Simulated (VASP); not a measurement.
Here is a VASP 6.6.1 calculation.

Contents of INCAR:

```
SYSTEM = Ti3Se
ALGO     = Normal         ! electronic algorithm
EDIFF    = 1E-6           ! SCF threshold, eV
ENCUT    = 520            ! plane-wave cutoff, eV
GGA      = PS             ! functional
ISIF     = 2              ! what is computed and relaxed
ISMEAR   = -1             ! smearing method
LASPH    = .TRUE.         ! aspherical terms in the spheres
LCHARG   = .FALSE.        ! write CHGCAR
LDAU     = .TRUE.         ! DFT+U
LDAUJ    = 0 0          
LDAUL    = -1 2           ! shell
LDAUPRINT= 1            
LDAUTYPE = 2            
LDAUU    = 0 1            ! U, eV
LMAXMIX  = 4              ! l up to which the mixer works
LREAL    = .FALSE.        ! projectors in reciprocal space
LWAVE    = .FALSE.        ! write WAVECAR
NBANDS   = 29             ! bands
NELM     = 150            ! most SCF steps
PREC     = Accurate       ! precision mode
SIGMA    = 0.05           ! smearing width, eV
```

File KPOINTS:

```
k-points
0
G
  10 10 4
  0 0 0
```

File POSCAR:

```
Ti3Se
1.0
    3.1974455988      0.0000000000      0.0000000000
   -1.5987227994      2.7690691158      0.0000000000
    0.0000000000      0.0000000000      7.9427450000
Se Ti
1 3
Direct
    0.0000000000      0.0000000000      0.0000000000
    0.6666666667      0.3333333333      0.5000000000
    0.3333333333      0.6666666667      0.7729020000
    0.3333333333      0.6666666667      0.2270980000
```

Potentials or basis: VASP PAW PBE potentials, release 64 (Se, Ti_sv).

Launch:

```console
$ cat potpaw_PBE.64/Se/POTCAR potpaw_PBE.64/Ti_sv/POTCAR > POTCAR
$ mpirun -np 1 vasp_std > vasp.out
```

(1) Estimate the largest force.

(2) What does it give for the band gap on the k mesh?

(3) What does it give for the pressure?

Answers

(1) 0.084 eV/Å.

(2) zero (bands 21 and 22 overlap by 0.61 eV).

(3) -2.8 GPa.

Caveat: the PAW data sets were made with another functional, which shifts forces and pressure a little; U without spin polarisation on a metal has little footing.
